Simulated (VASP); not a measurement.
# PdS2 (P-6m2) in VASP: single point with LDA

Aim: the single point of PdS2 with LDA.

Everything below comes from runs of VASP 6.6.1. Logs are shortened: lines on timing, memory, paths and dates and some standing lists are left out, and cuts for length are marked.

## 1. The cell of the first run

The structure is hexagonal, space group P-6m2 (No. 187). The conventional cell has a = 3.546 Å, b = 3.546 Å, c = 4.831 Å, α = 90.00°, β = 90.00°, γ = 120.00°. Within 3.3 Å of Pd (site symmetry -6m2) lie 6 S at 2.49 Å. Within 2.7 Å of S (site symmetry 3m) lie 1 S at 2.00 Å and 3 Pd at 2.49 Å.

## 2. Single point, LDA, non-collinear spin, zero start, spin-orbit coupling

INCAR reads:

```
SYSTEM = PdS2
  PREC = Accurate
  ENCUT = 520
  EDIFF = 1E-7
  ISMEAR = -1
  SIGMA = 0.05
  LREAL = .FALSE.
  LASPH = .TRUE.
  NELM = 150
  ALGO = Normal
  ISIF = 2
  LWAVE = .FALSE.
  LCHARG = .TRUE.
  MAGMOM = 0 0 0 0 0 0 0 0 0
  LORBIT = 11
  LSORBIT = .TRUE.
  GGA_COMPAT = .FALSE.
  LORBMOM = .TRUE.
  LMAXMIX = 4
  GGA = CA
  LVHAR = .TRUE.
  NBANDS = 35
```

KPOINTS reads:

```
Automatic mesh
0
G
  7 7 5
  0 0 0
```

POSCAR reads:

```
PdS2
1.0
    3.5455673334      0.0000000000      0.0000000000
   -1.7727836667      3.0705513816      0.0000000000
    0.0000000000      0.0000000000      4.8311308708
Pd S
1 2
Direct
    0.0000000000      0.0000000000      0.5000000000
    0.6666666667      0.3333333333      0.7929887378
    0.6666666667      0.3333333333      0.2070112622
```

Potentials or basis: VASP PAW LDA potentials, release 64 (Pd, S).

Launch:

```
cat potpaw_LDA.64/Pd/POTCAR potpaw_LDA.64/S/POTCAR > POTCAR
mpirun -np 1 vasp_ncl > vasp.out
```

OUTCAR:

```text
SYSTEM = PdS2
   PREC = Accurate
   ENCUT = 520
   EDIFF = 1E-7
   ISMEAR = -1
   LREAL = .FALSE.
   LASPH = .TRUE.
   NELM = 150
   ISIF = 2
   LORBIT = 11
   LSORBIT = .TRUE.
   GGA = CA

 ion  position               nearest neighbor table
   1  0.000  0.000  0.500-   2 2.49   3 2.49   2 2.49   3 2.49   2 2.49   3 2.49
   2  0.667  0.333  0.793-   3 2.00   1 2.49   1 2.49   1 2.49
   3  0.667  0.333  0.207-   2 2.00   1 2.49   1 2.49   1 2.49

  LATTYP: Found a hexagonal cell.
 ALAT       =     3.5455673334
 C/A-ratio  =     1.3625833094

  Lattice vectors:

 A1 = (   3.5455673334,   0.0000000000,   0.0000000000)
 A2 = (  -1.7727836667,   3.0705513816,   0.0000000000)
 A3 = (   0.0000000000,   0.0000000000,   4.8311308708)

Analysis of symmetry for initial positions (statically):
=====================================================================
 Subroutine PRICEL returns:
 Original cell was already a primitive cell.

 Routine SETGRP: Setting up the symmetry group for a
 hexagonal supercell.

 Subroutine GETGRP returns: Found 12 space group operations
 (whereof 12 operations were pure point group operations)
 out of a pool of 24 trial point group operations.

The static configuration has the point symmetry D_3h.

Analysis of symmetry for dynamics (positions and initial velocities):
=====================================================================
 Subroutine PRICEL returns:
 Original cell was already a primitive cell.

 Routine SETGRP: Setting up the symmetry group for a
 hexagonal supercell.

 Subroutine GETGRP returns: Found 12 space group operations
 (whereof 12 operations were pure point group operations)
 out of a pool of 24 trial point group operations.

The dynamic configuration has the point symmetry D_3h.

Analysis of structural, dynamic, and magnetic symmetry:
=====================================================================
 Subroutine PRICEL returns:
 Original cell was already a primitive cell.

 Routine SETGRP: Setting up the symmetry group for a
 hexagonal supercell.

 Subroutine GETGRP returns: Found 12 space group operations
 (whereof 12 operations were pure point group operations)
 out of a pool of 24 trial point group operations.

The overall configuration has the point symmetry D_3h.

 Subroutine INISYM returns: Found 12 space group operations
 (whereof 12 operations are pure point group operations),
 and found     1 'primitive' translations

----------------------------------------------------------------------------------------

                                     Primitive cell

  volume of cell :      52.5958

  direct lattice vectors                    reciprocal lattice vectors
     3.545567333  0.000000000  0.000000000     0.282042310  0.162837203  0.000000000
    -1.772783667  3.070551382  0.000000000     0.000000000  0.325674407  0.000000000
     0.000000000  0.000000000  4.831130871     0.000000000  0.000000000  0.206990874

  length of vectors
     3.545567333  3.545567333  4.831130871     0.325674407  0.325674407  0.206990874

  position of ions in fractional coordinates (direct lattice)
     0.000000000  0.000000000  0.500000000
     0.666666667  0.333333333  0.792988738
     0.666666667  0.333333333  0.207011262

  ion indices of the primitive-cell ions
   primitive index   ion index
                 1           1
                 2           2
                 3           3

----------------------------------------------------------------------------------------

 KPOINTS: Automatic mesh

Automatic generation of k-mesh.
 Grid dimensions read from file:
 generate k-points for:    7    7    5

 Generating k-lattice:

  Cartesian coordinates                     Fractional coordinates (reciprocal lattice)
     0.040291759  0.023262458  0.000000000     0.142857143  0.000000000  0.000000000
     0.000000000  0.046524915  0.000000000     0.000000000  0.142857143  0.000000000
[... 99 lines left out ...]

 number of electron      21.9999998 magnetization       0.0000000      0.0000000      0.0000000

 Free energy of the ion-electron system (eV)
  ---------------------------------------------------
  ext. energy  EPLUGINS =         0.00000000
  ---------------------------------------------------
  free energy    TOTEN  =       -16.19361690 eV

  energy without entropy =      -16.18118681  energy(sigma->0) =      -16.18740185

 E-fermi :   6.8643     XC(G=0): -11.0890

 val. band max:        6.8537312150   @ k =   0.4286  -0.0000   0.4000
 cond. band min:       6.8866406026   @ k =   0.2857   0.1429   0.4000
 fundamental gap:      0.0329093876
 Fermi energy:         6.8642916899

 k-point     1 :       0.0000    0.0000    0.0000
  band No.  band energies     occupation
      1      -9.6530      1.00000
      2      -9.6530      1.00000
      3      -4.4483      1.00000
      4      -4.4483      1.00000
      5      -1.7790      1.00000
      6      -1.7790      1.00000
[... 877 lines left out ...]
     33      15.3805      0.00000
     34      15.4059      0.00000

 [... further k-points ...]

 [bands above 34 left out]

------------------------ aborting loop because EDIFF is reached ----------------------------------------

  FORCE on cell =-STRESS in cart. coord.  units (eV):
  Direction    XX          YY          ZZ          XY          YZ          ZX
  --------------------------------------------------------------------------------------
  -------------------------------------------------------------------------------------
  Total        0.0694120      0.0694120     -0.1870123      0.0000000      0.0000000      0.0000000
  in kB        2.1144334      2.1144334     -5.6967853      0.0000000      0.0000000      0.0000000
  external PRESSURE =      -0.4893062 kB  Pullay stress =       0.0000000 kB

 VOLUME and BASIS-vectors are now :
 -----------------------------------------------------------------------------
  energy-cutoff  :      520.00
  volume of cell :       52.60
      direct lattice vectors                 reciprocal lattice vectors
     3.545567333  0.000000000  0.000000000     0.282042310  0.162837203  0.000000000
    -1.772783667  3.070551382  0.000000000     0.000000000  0.325674407  0.000000000
     0.000000000  0.000000000  4.831130871     0.000000000  0.000000000  0.206990874

 POSITION                                       TOTAL-FORCE (eV/Angst)
 -----------------------------------------------------------------------------------
      0.00000      0.00000      2.41557        -0.000000     -0.000000      0.000000
      1.77278      1.02352      3.83103         0.000000      0.000000      0.153518
      1.77278      1.02352      1.00010         0.000000      0.000000     -0.153518
 -----------------------------------------------------------------------------------
    total drift:                                0.000000     -0.000000      0.000000

  FREE ENERGIE OF THE ION-ELECTRON SYSTEM (eV)
  ---------------------------------------------------
  free  energy   TOTEN  =       -16.1936168991 eV

  energy  without entropy=      -16.1811868091  energy(sigma->0) =      -16.18740185

 orbital moment (x)

 # of ion     p       d       tot
 ----------------------------------------
  1        -0.000   0.000   0.000
  2        -0.000   0.000  -0.000
  3        -0.000   0.000  -0.000
 ----------------------------------------
           -0.000   0.000   0.000

 orbital moment (y)

 # of ion     p       d       tot
 ----------------------------------------
  1         0.000  -0.000  -0.000
  2        -0.000   0.000  -0.000
  3         0.000   0.000   0.000
 ----------------------------------------
            0.000  -0.000  -0.000

 orbital moment (z)

 # of ion     p       d       tot
 ----------------------------------------
  1         0.000   0.000   0.000
  2         0.000   0.000   0.000
  3         0.000   0.000   0.000
 ----------------------------------------
            0.000   0.000   0.000

 Spin-Orbit-Coupling matrix elements

 Ion:    1  E_soc:     -0.0737545
 l=   1
     0.0000000    -0.0019209    -0.0018050
    -0.0019209     0.0000000    -0.0019209
    -0.0018050    -0.0019209     0.0000000
 l=   2
     0.0000000    -0.0023925     0.0000000    -0.0023925    -0.0070520
    -0.0023925     0.0000000    -0.0057060    -0.0031967    -0.0023925
     0.0000000    -0.0057060     0.0000000    -0.0057060     0.0000000
    -0.0023925    -0.0031967    -0.0057060     0.0000000    -0.0023925
    -0.0070520    -0.0023925     0.0000000    -0.0023925     0.0000000
 l=   3
     0.0000000     0.0000000     0.0000000     0.0000000     0.0000000     0.0000000     0.0000000
     0.0000000     0.0000000     0.0000000     0.0000000     0.0000000     0.0000000     0.0000000
     0.0000000     0.0000000     0.0000000     0.0000000     0.0000000     0.0000000     0.0000000
     0.0000000     0.0000000     0.0000000     0.0000000     0.0000000     0.0000000     0.0000000
[... 29 lines left out ...]
 l=   2
     0.0000000     0.0000000     0.0000000     0.0000000     0.0000000
     0.0000000     0.0000000     0.0000000     0.0000000     0.0000000
     0.0000000     0.0000000     0.0000000     0.0000000     0.0000000
     0.0000000     0.0000000     0.0000000     0.0000000     0.0000000
     0.0000000     0.0000000     0.0000000     0.0000000     0.0000000
 l=   3
     0.0000000     0.0000000     0.0000000     0.0000000     0.0000000     0.0000000     0.0000000
     0.0000000     0.0000000     0.0000000     0.0000000     0.0000000     0.0000000     0.0000000
     0.0000000     0.0000000     0.0000000     0.0000000     0.0000000     0.0000000     0.0000000
     0.0000000     0.0000000     0.0000000     0.0000000     0.0000000     0.0000000     0.0000000
     0.0000000     0.0000000     0.0000000     0.0000000     0.0000000     0.0000000     0.0000000
     0.0000000     0.0000000     0.0000000     0.0000000     0.0000000     0.0000000     0.0000000
     0.0000000     0.0000000     0.0000000     0.0000000     0.0000000     0.0000000     0.0000000

 total charge

# of ion       s       p       d       tot
------------------------------------------
    1        0.414   0.474   8.603   9.491
    2        1.380   2.231   0.000   3.611
    3        1.380   2.231   0.000   3.611
--------------------------------------------------
tot          3.173   4.937   8.603  16.713

 magnetization (x)

# of ion       s       p       d       tot
------------------------------------------
    1       -0.000   0.000   0.000  -0.000
    2        0.000  -0.000   0.000  -0.000
    3       -0.000   0.000   0.000   0.000
--------------------------------------------------
tot         -0.000  -0.000   0.000  -0.000

 magnetization (y)

# of ion       s       p       d       tot
------------------------------------------
    1       -0.000   0.000  -0.000  -0.000
    2       -0.000  -0.000   0.000  -0.000
    3        0.000   0.000   0.000   0.000
--------------------------------------------------
tot         -0.000  -0.000  -0.000  -0.000

 magnetization (z)

# of ion       s       p       d       tot
------------------------------------------
    1       -0.000   0.000  -0.000  -0.000
    2       -0.000   0.000   0.000  -0.000
    3       -0.000   0.000   0.000  -0.000
--------------------------------------------------
tot         -0.000   0.000  -0.000  -0.000
```

Run time: 75 s. Hardware: 1 thread of Intel Xeon 6975P-C (Granite Rapids), shared host; peak memory 0.29 GiB.

Results:

* Free energy: -16.1936 eV
* Pressure: 0.0 GPa
* Largest force: 0.154 eV/Å
* Net moment: 0.00 μB per cell
* Valence electrons inside the program's atomic spheres: Pd 9.49; S 3.61

Forces on the atoms (eV/Å):
```
Pd   0.000  0.000  0.000
S    0.000  0.000  0.154
S    0.000  0.000 -0.154
```

Moments on the atoms (μB; x, y, z):
```
Pd  0.00 0.00 0.00
S   0.00 0.00 0.00
S   0.00 0.00 0.00
```
